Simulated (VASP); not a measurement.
# Re (P6/mmm) in VASP: a series of runs, part 2 of 3

VASP 6.6.1.

## (3) Single point, PBE

This run uses another cell than the first one, of 20.51 Å³/atom, 2.041 times its volume.

Input file INCAR:

```
SYSTEM = Re
ALGO = Normal ; EDIFF = 1E-6
ENCUT = 520 ; GGA = PE
ISIF = 2 ; ISMEAR = 0
LASPH = .TRUE. ; LCHARG = .TRUE.
LELF = .TRUE. ; LREAL = .FALSE.
LVHAR = .TRUE. ; LWAVE = .FALSE.
NBANDS = 14 ; NELM = 60
PREC = Accurate ; SIGMA = 0.1
```

Input file KPOINTS:

```
k-points
0
G
  6 6 6
  0 0 0
```

Input file POSCAR:

```
Re
1.0
    4.3959678876      0.0000000000      0.0000000000
   -2.1979839438      3.8070198649      0.0000000000
    0.0000000000      0.0000000000      2.4514798196
Re
2
Direct
    0.3333333333      0.6666666667      0.0000000000
    0.6666666667      0.3333333333      0.0000000000
```

Potentials or basis: VASP PAW PBE potentials, release 64 (Re).

Launch:

```bash
> cat potpaw_PBE.64/Re/POTCAR > POTCAR
> mpirun -np 1 vasp_std > vasp.out
```

OUTCAR:

```text
SYSTEM = Re
   EDIFF = 1E-6
   ENCUT = 520
   GGA = PE
   ISIF = 2
   ISMEAR = 0
   LASPH = .TRUE.
   LREAL = .FALSE.
   NELM = 60
   PREC = Accurate

 ion  position               nearest neighbor table
   1  0.333  0.667  0.000-   2 2.54   2 2.54   2 2.54
   2  0.667  0.333  0.000-   1 2.54   1 2.54   1 2.54

  LATTYP: Found a hexagonal cell.
 ALAT       =     4.3959678876
 C/A-ratio  =     0.5576655431

  Lattice vectors:

 A1 = (   4.3959678876,   0.0000000000,   0.0000000000)
 A2 = (  -2.1979839438,   3.8070198649,   0.0000000000)
 A3 = (   0.0000000000,   0.0000000000,   2.4514798196)

Analysis of symmetry for initial positions (statically):
=====================================================================
 Subroutine PRICEL returns:
 Original cell was already a primitive cell.

 Routine SETGRP: Setting up the symmetry group for a
 hexagonal supercell.

 Subroutine GETGRP returns: Found 24 space group operations
 (whereof 24 operations were pure point group operations)
 out of a pool of 24 trial point group operations.

The static configuration has the point symmetry D_6h.

Analysis of symmetry for dynamics (positions and initial velocities):
=====================================================================
 Subroutine PRICEL returns:
 Original cell was already a primitive cell.

 Routine SETGRP: Setting up the symmetry group for a
 hexagonal supercell.

 Subroutine GETGRP returns: Found 24 space group operations
 (whereof 24 operations were pure point group operations)
 out of a pool of 24 trial point group operations.

The dynamic configuration has the point symmetry D_6h.

 Subroutine INISYM returns: Found 24 space group operations
 (whereof 24 operations are pure point group operations),
 and found     1 'primitive' translations

----------------------------------------------------------------------------------------

                                     Primitive cell

  volume of cell :      41.0268

  direct lattice vectors                    reciprocal lattice vectors
[... 112 lines left out ...]
   GGA     = PE    functional components
   LHFCALC =     F    Hartree Fock is set to
   AEXX    =    0.0000 exact exchange contribution
   IVDW    =     0    specifies the selected vdW correction
   LEPSILON=     F    determine dielectric tensor
   LRPA    =     F    only Hartree local field effects (RPA)
 non-spin polarized calculation
 Gauss-broadening in eV      SIGMA  =   0.10
  energy-cutoff  :      520.00
  volume of cell :       41.03
 maximum number of plane-waves:      1118
 NGX is ok and might be reduce to    36
   NGX = 17   NGY = 17   NGZ =  9

 number of electron      14.0000001 magnetization

 Free energy of the ion-electron system (eV)
  ---------------------------------------------------
  ext. energy  EPLUGINS =         0.00000000
  ---------------------------------------------------
  free energy    TOTEN  =       -22.21813205 eV

  energy without entropy =      -22.20370543  energy(sigma->0) =      -22.21091874

 E-fermi :   4.8419     XC(G=0): -11.4495

 val. band max:        4.8248200417   @ k =   0.3333   0.0000   0.0000
 cond. band min:       4.8663191558   @ k =   0.0000   0.0000   0.3333
 fundamental gap:      0.0414991141
 Fermi energy:         4.8418682647

 k-point     1 :       0.0000    0.0000    0.0000
  band No.  band energies     occupation
      1      -3.4616      2.00000
      2      -0.6032      2.00000
      3      -0.0075      2.00000
      4       2.4358      2.00000
      5       2.4358      2.00000
      6       2.5736      2.00000
      7       2.5736      2.00000
      8       6.2747      0.00000
      9       6.2747      0.00000
     10       8.4747      0.00000
     11       8.4747      0.00000
     12      11.1651      0.00000
     13      11.1651      0.00000
     14      12.2486      0.00000
[... 377 lines left out ...]
      1      -0.7749      2.00000
      2      -0.3761      2.00000
      3       1.6858      2.00000
      4       1.8612      2.00000
      5       2.4961      2.00000
      6       2.7143      2.00000
      7       3.7120      2.00000
      8       6.0328      0.00000
      9       6.7921      0.00000
     10       8.3048      0.00000
     11       9.9576      0.00000
     12      13.8336      0.00000
     13      14.0555      0.00000
     14      14.4359      0.00000

 [... further k-points ...]
[... 5 lines left out ...]
  --------------------------------------------------------------------------------------
  -------------------------------------------------------------------------------------
  Total       -0.2225372     -0.2225372     -0.5506204      0.0000000      0.0000000      0.0000000
  in kB       -8.6905078     -8.6905078    -21.5027934      0.0000000      0.0000000      0.0000000
  external PRESSURE =     -12.9612697 kB  Pullay stress =       0.0000000 kB

 VOLUME and BASIS-vectors are now :
 -----------------------------------------------------------------------------
  energy-cutoff  :      520.00
  volume of cell :       41.03
      direct lattice vectors                 reciprocal lattice vectors
     4.395967888  0.000000000  0.000000000     0.227481189  0.131336325  0.000000000
    -2.197983944  3.807019865  0.000000000     0.000000000  0.262672651  0.000000000
     0.000000000  0.000000000  2.451479820     0.000000000  0.000000000  0.407916880

 POSITION                                       TOTAL-FORCE (eV/Angst)
 -----------------------------------------------------------------------------------
     -0.00000      2.53801      0.00000         0.000000     -0.000000      0.000000
      2.19798      1.26901      0.00000        -0.000000      0.000000     -0.000000
 -----------------------------------------------------------------------------------
    total drift:                                0.000000      0.000000      0.000000

  FREE ENERGIE OF THE ION-ELECTRON SYSTEM (eV)
  ---------------------------------------------------
  free  energy   TOTEN  =       -22.2181320522 eV

  energy  without entropy=      -22.2037054265  energy(sigma->0) =      -22.21091874
```

OSZICAR:

```text
N       E                     dE             d eps       ncg     rms          rms(c)
DAV:   1     0.262176081604E+02    0.26218E+02   -0.65912E+03  1568   0.112E+03
DAV:   2    -0.214034256022E+02   -0.47621E+02   -0.41562E+02  1286   0.253E+02
DAV:   3    -0.229902652509E+02   -0.15868E+01   -0.15220E+01  1208   0.517E+01
DAV:   4    -0.230148405930E+02   -0.24575E-01   -0.24503E-01  1296   0.520E+00
DAV:   5    -0.230154137916E+02   -0.57320E-03   -0.57298E-03  1178   0.128E+00    0.340E+01
DAV:   6    -0.224184868766E+02    0.59693E+00   -0.51884E-01  1422   0.186E+01    0.150E+01
DAV:   7    -0.222302713104E+02    0.18822E+00   -0.27409E-01  1474   0.127E+01    0.103E+00
DAV:   8    -0.222182107616E+02    0.12061E-01   -0.10121E-02  1284   0.792E-01    0.152E-01
DAV:   9    -0.222181023916E+02    0.10837E-03   -0.78652E-04  1344   0.341E-01    0.495E-02
DAV:  10    -0.222181312495E+02   -0.28858E-04   -0.44914E-05  1322   0.142E-01    0.132E-02
DAV:  11    -0.222181320522E+02   -0.80272E-06   -0.14321E-06   970   0.485E-02
   1 F= -.22218132E+02 E0= -.22210919E+02  d E =-.144266E-01
```

Run time: 8.5 s. Hardware: 1 thread of Intel Xeon Platinum 8488C (Sapphire Rapids), shared host; peak memory 0.16 GiB.

What came out:

- Free energy: -22.2181 eV
- Pressure: -1.3 GPa
- Band gap on the k mesh: zero (band 7 reaches 6.04 eV, above the bottom of band 8 at 3.97 eV)

Caveat: the k points lie up to 0.43 Å⁻¹ apart; spin-orbit coupling is left out, which moves the levels of the heavy elements.

(Continued in part 3 of 3.)
